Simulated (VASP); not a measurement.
# Cu (Cmcm) in VASP: single point with PBE

Aim: the single point of Cu with PBE.

Program: VASP 6.6.1. These are calculated values, not measurements. Logs are shortened: lines on timing, memory, paths and dates and some standing lists are left out, and cuts for length are marked.

## 1. The cell of the first run

Symmetry: Cmcm, No. 63, orthorhombic system. The conventional cell has a = 2.437 Å, b = 7.953 Å, c = 2.475 Å, α = 90.00°, β = 90.00°, γ = 90.00°. Cu (site symmetry m2m) has 10 Cu at 2.44 to 2.54 Å within 3.2 Å.

## 2. Single point, PBE, collinear spin, zero start

INCAR

```
  PREC = Accurate
  ENCUT = 520
  EDIFF = 1E-6
  ISMEAR = -1
  SIGMA = 0.05
  LREAL = False
  LASPH = True
  NELM = 150
  ALGO = Normal
  ISIF = 2
  LWAVE = False
  LCHARG = False
  ISPIN = 2
  MAGMOM = 0 0
  LORBIT = 11
  NUPDOWN = 0.0
  LMAXMIX = 4
  GGA = PE
  NBANDS = 22
```

KPOINTS

```
Automatic mesh
0
Gamma
  14 14 13
```

POSCAR

```
Cu
1.0
    1.2184636900     -3.9763780104      0.0000000000
    1.2184636900      3.9763780104      0.0000000000
    0.0000000000      0.0000000000      2.4754955235
Cu
2
Direct
    0.1338666500      0.8661333500      0.2500000000
    0.8661333500      0.1338666500      0.7500000000
```

Potentials or basis: VASP PAW PBE potentials, release 64 (Cu).

Run with:

```bash
> cat potpaw_PBE.64/Cu/POTCAR > POTCAR
> mpirun -np 1 vasp_std > vasp.out
```

OUTCAR:

```text
PREC = Accurate
   ENCUT = 520
   EDIFF = 1E-6
   ISMEAR = -1
   LREAL = False
   LASPH = True
   NELM = 150
   ISIF = 2
   ISPIN = 2
   LORBIT = 11
   NUPDOWN = 0.0
   GGA = PE

 ion  position               nearest neighbor table
   1  0.134  0.866  0.250-   2 2.46   2 2.46   2 2.54   2 2.54   2 2.54   2 2.54
   2  0.866  0.134  0.750-   1 2.46   1 2.46   1 2.54   1 2.54   1 2.54   1 2.54

  LATTYP: Found a base centered orthorhombic cell.
 ALAT       =     2.4369273800
 B/A-ratio  =     3.2634357864
 C/A-ratio  =     1.0158265461

  Lattice vectors:

 A1 = (   1.2184636900,  -3.9763780104,   0.0000000000)
 A2 = (   1.2184636900,   3.9763780104,   0.0000000000)
 A3 = (   0.0000000000,   0.0000000000,   2.4754955235)

Analysis of symmetry for initial positions (statically):
=====================================================================
 Subroutine PRICEL returns:
 Original cell was already a primitive cell.

 Routine SETGRP: Setting up the symmetry group for a
 base centered orthorhombic supercell.

 Subroutine GETGRP returns: Found  8 space group operations
 (whereof  4 operations were pure point group operations)
 out of a pool of  8 trial point group operations.

The static configuration has the point symmetry C_2h.
 The point group associated with its full space group is D_2h.

Analysis of symmetry for dynamics (positions and initial velocities):
=====================================================================
 Subroutine PRICEL returns:
 Original cell was already a primitive cell.

 Routine SETGRP: Setting up the symmetry group for a
 base centered orthorhombic supercell.

 Subroutine GETGRP returns: Found  8 space group operations
 (whereof  4 operations were pure point group operations)
 out of a pool of  8 trial point group operations.

The dynamic configuration has the point symmetry C_2h.
 The point group associated with its full space group is D_2h.

Analysis of structural, dynamic, and magnetic symmetry:
=====================================================================
 Subroutine PRICEL returns:
 Original cell was already a primitive cell.

 Routine SETGRP: Setting up the symmetry group for a
 base centered orthorhombic supercell.

 Subroutine GETGRP returns: Found  8 space group operations
 (whereof  4 operations were pure point group operations)
 out of a pool of  8 trial point group operations.

The overall configuration has the point symmetry C_2h.
 The point group associated with its full space group is D_2h.

 Subroutine INISYM returns: Found  8 space group operations
 (whereof  4 operations are pure point group operations),
 and found     1 'primitive' translations

----------------------------------------------------------------------------------------

                                     Primitive cell

  volume of cell :      23.9879

  direct lattice vectors                    reciprocal lattice vectors
     1.218463690 -3.976378010  0.000000000     0.410352811 -0.125742572  0.000000000
     1.218463690  3.976378010  0.000000000     0.410352811  0.125742572  0.000000000
     0.000000000  0.000000000  2.475495523     0.000000000  0.000000000  0.403959527

  length of vectors
     4.158874348  4.158874348  2.475495523     0.429186001  0.429186001  0.403959527

  position of ions in fractional coordinates (direct lattice)
     0.133866650  0.866133350  0.250000000
     0.866133350  0.133866650  0.750000000

  ion indices of the primitive-cell ions
   primitive index   ion index
                 1           1
                 2           2

----------------------------------------------------------------------------------------

 KPOINTS: Automatic mesh

Automatic generation of k-mesh.
 Grid dimensions read from file:
 generate k-points for:   14   14   13

 Generating k-lattice:

  Cartesian coordinates                     Fractional coordinates (reciprocal lattice)
     0.029310915 -0.008981612  0.000000000     0.071428571  0.000000000  0.000000000
     0.029310915  0.008981612  0.000000000     0.000000000  0.071428571  0.000000000
     0.000000000  0.000000000  0.031073810     0.000000000  0.000000000  0.076923077

  Length of vectors
     0.030656143  0.030656143  0.031073810

  Shift w.r.t. Gamma in fractional coordinates (k-lattice)
     0.000000000  0.000000000  0.000000000

 Subroutine IBZKPT returns following result:
 ===========================================

 Found    399 irreducible k-points:

 Following reciprocal coordinates:
            Coordinates               Weight
  0.000000  0.000000  0.000000      1.000000
  0.071429  0.000000  0.000000      4.000000
  0.142857  0.000000  0.000000      4.000000
  0.214286  0.000000  0.000000      4.000000
  0.285714  0.000000  0.000000      4.000000
  0.357143  0.000000  0.000000      4.000000
[... 16 lines left out ...]
  0.214286  0.142857  0.000000      4.000000
  0.285714  0.142857  0.000000      4.000000
 [... further k-points ...]
   k-points           NKPTS =    399   k-points in BZ     NKDIM =    399   number of bands    NBANDS=     22
   number of dos      NEDOS =    301   number of ions     NIONS =      2
   total plane-waves  NPLWV =  18432
   dimension x,y,z NGX =    32 NGY =   32 NGZ =   18
   dimension x,y,z NGXF=    64 NGYF=   64 NGZF=   36
   ions per type =               2
   NGX,Y,Z   is equivalent  to a cutoff of  12.79, 12.79, 12.09 a.u.
   NGXF,Y,Z  is equivalent  to a cutoff of  25.58, 25.58, 24.18 a.u.
 SYSTEM =  unknown system
   PREC   = accura    normal or accurate (medium, high low for compatibility)
   ISTART =      0    job   : 0-new  1-cont  2-samecut
   ICHARG =      2    charge: 1-file 2-atom 10-const
   ISPIN  =      2    spin polarized calculation?
   LNONCOLLINEAR =      F non collinear calculations
   LSORBIT =      F    spin-orbit coupling
   LASPH  =      T    aspherical Exc in radial PAW
   ENCUT  =  520.0 eV  38.22 Ry    6.18 a.u.   7.73  7.73  4.60*2*pi/ulx,y,z
   NELM   =    150;   NELMIN=  2; NELMDL= -5     # of ELM steps
   EDIFF  = 0.1E-05   stopping-criterion for ELM
   LREAL  =      F    real-space projection
   EDIFFG = 0.1E-04   stopping-criterion for IOM
   NSW    =      0    number of steps for IOM
   IBRION =     -1    ionic relax: 0-MD 1-quasi-New 2-CG
   NFREE  =      0    steps in history (QN), initial steepest desc. (CG)
   ISIF   =      2    stress and relaxation
   ISYM   =      2    0-nonsym 1-usesym 2-fastsym
   POTIM  = 0.5000    time-step for ionic-motion
   TEBEG  =    0.0;   TEEND  =   0.0 temperature during run
   PSTRESS=    0.0 pullay stress
   NELECT =      22.0000    total number of electrons
   NUPDOWN=       0.0000    fix difference up-down
   EMIN   =  10.00;   EMAX   =-10.00  energy-range for DOS
   EFERMI =   0.00;   METHOD = LEGACY
   ISMEAR =    -1;   SIGMA  =   0.05  broadening in eV -4-tet -1-fermi 0-gaus
   EFERMI_NEDOS =   21; number of points for ismear=-14 and -15
   IALGO  =     38    algorithm
   IMIX   =      4    mixing-type and parameters
     AMIX     =   0.40;   BMIX     =  1.00
     AMIX_MAG =   1.60;   BMIX_MAG =  1.00
  volume/ion in A,a.u.               =      11.99        80.94
  Fermi-wavevector in a.u.,A,eV,Ry     =   1.590566  3.005733 34.421366  2.529899
  Thomas-Fermi vector in A             =   2.689241
   LORBIT       =     11    0 simple, 1 ext, 2 COOP (PROOUT), +10 PAW based schemes
   GGA     = PE    functional components
   LHFCALC =     F    Hartree Fock is set to
   AEXX    =    0.0000 exact exchange contribution
   IVDW    =     0    specifies the selected vdW correction
   LEPSILON=     F    determine dielectric tensor
   LRPA    =     F    only Hartree local field effects (RPA)
 spin polarized calculation
  energy-cutoff  :      520.00
  volume of cell :       23.99
 maximum number of plane-waves:       672
   NGX = 15   NGY = 15   NGZ =  9

 number of electron      21.9999988 magnetization       0.0000000

 number of electron      21.9999988 magnetization      -0.0000000

 Free energy of the ion-electron system (eV)
  ---------------------------------------------------
  ext. energy  EPLUGINS =         0.00000000
  ---------------------------------------------------
  free energy    TOTEN  =        -7.15488789 eV

  energy without entropy =       -7.15049376  energy(sigma->0) =       -7.15269082

 E-fermi :   7.3838     XC(G=0): -12.5994

 val. band max:        7.3800514117   @ k =  -0.4286   0.1429   0.0000
 cond. band min:       7.3841559723   @ k =   0.5000   0.2143   0.1538
 fundamental gap:      0.0041045606
 Fermi energy:         7.3837700332

 spin component 1

 k-point     1 :       0.0000    0.0000    0.0000
  band No.  band energies     occupation
      1      -1.8433      1.00000
      2       2.4395      1.00000
      3       3.1963      1.00000
      4       3.6746      1.00000
      5       4.3804      1.00000
      6       4.6421      1.00000
[... 14 lines left out ...]
     21      32.3706      0.00000
     22      34.7313      0.00000
[... 552 lines left out ...]
  band No.  band energies     occupation
      1       1.9233      1.00000
      2       3.0711      1.00000
      3       3.4260      1.00000
      4       3.9003      1.00000
      5       4.4216      1.00000
      6       4.5463      1.00000
[... 14 lines left out ...]
     21      34.0565      0.00000
     22      35.2662      0.00000

 [... further k-points ...]

 spin component 2

 k-point     1 :       0.0000    0.0000    0.0000
  band No.  band energies     occupation
      1      -1.8433      1.00000
      2       2.4395      1.00000
      3       3.1963      1.00000
      4       3.6746      1.00000
      5       4.3804      1.00000
      6       4.6421      1.00000
[... 14 lines left out ...]
     21      32.3706      0.00000
     22      34.7313      0.00000
[... 552 lines left out ...]
  band No.  band energies     occupation
      1       1.9233      1.00000
      2       3.0711      1.00000
      3       3.4260      1.00000
      4       3.9003      1.00000
      5       4.4216      1.00000
      6       4.5463      1.00000
[... 14 lines left out ...]
     21      34.0565      0.00000
     22      35.2665      0.00000

 [... further k-points ...]

------------------------ aborting loop because EDIFF is reached ----------------------------------------

  FORCE on cell =-STRESS in cart. coord.  units (eV):
  Direction    XX          YY          ZZ          XY          YZ          ZX
  --------------------------------------------------------------------------------------
  -------------------------------------------------------------------------------------
  Total        1.0251647      1.0469226      1.1538853      0.0000000     -0.0000000      0.0000000
  in kB       68.4718132     69.9250456     77.0691926      0.0000000     -0.0000000      0.0000000
  external PRESSURE =      71.8220171 kB  Pullay stress =       0.0000000 kB

 VOLUME and BASIS-vectors are now :
 -----------------------------------------------------------------------------
  energy-cutoff  :      520.00
  volume of cell :       23.99
      direct lattice vectors                 reciprocal lattice vectors
     1.218463690 -3.976378010  0.000000000     0.410352811 -0.125742572  0.000000000
     1.218463690  3.976378010  0.000000000     0.410352811  0.125742572  0.000000000
     0.000000000  0.000000000  2.475495523     0.000000000  0.000000000  0.403959527

 POSITION                                       TOTAL-FORCE (eV/Angst)
 -----------------------------------------------------------------------------------
      1.21846      2.91177      0.61887         0.000000      0.047769      0.000000
      1.21846     -2.91177      1.85662         0.000000     -0.047769     -0.000000
 -----------------------------------------------------------------------------------
    total drift:                                0.000000      0.000000      0.000000

  FREE ENERGIE OF THE ION-ELECTRON SYSTEM (eV)
  ---------------------------------------------------
  free  energy   TOTEN  =        -7.1548878857 eV

  energy  without entropy=       -7.1504937613  energy(sigma->0) =       -7.15269082

 total charge

# of ion       s       p       d       tot
------------------------------------------
    1        0.465   0.382   9.186  10.033
    2        0.465   0.382   9.186  10.033
--------------------------------------------------
tot          0.931   0.763  18.371  20.065

 magnetization (x)

# of ion       s       p       d       tot
------------------------------------------
    1       -0.000   0.000  -0.000  -0.000
    2       -0.000   0.000  -0.000  -0.000
--------------------------------------------------
tot         -0.000   0.000  -0.000  -0.000
```

Run time: 6.8 min. Hardware: 1 thread of AMD EPYC 7R43 (Zen 3), shared host; peak memory 0.35 GiB.

Results:

| Property | Result |
| --- | --- |
| Free energy | -7.1549 eV |
| Pressure | 7.2 GPa |
| Largest force | 0.048 eV/Å |
| Net moment | 0.00 μB per cell |
| Valence electrons inside the program's atomic spheres | Cu 10.03 |

Forces on the atoms (eV/Å):
```
Cu   0.000  0.048  0.000
Cu   0.000 -0.048  0.000
```

Stress tensor (GPa, compression positive):
```
6.85 0.00 0.00
0.00 6.99 0.00
0.00 0.00 7.71
```

Caveat: the total moment is fixed, so each spin has its own Fermi level.
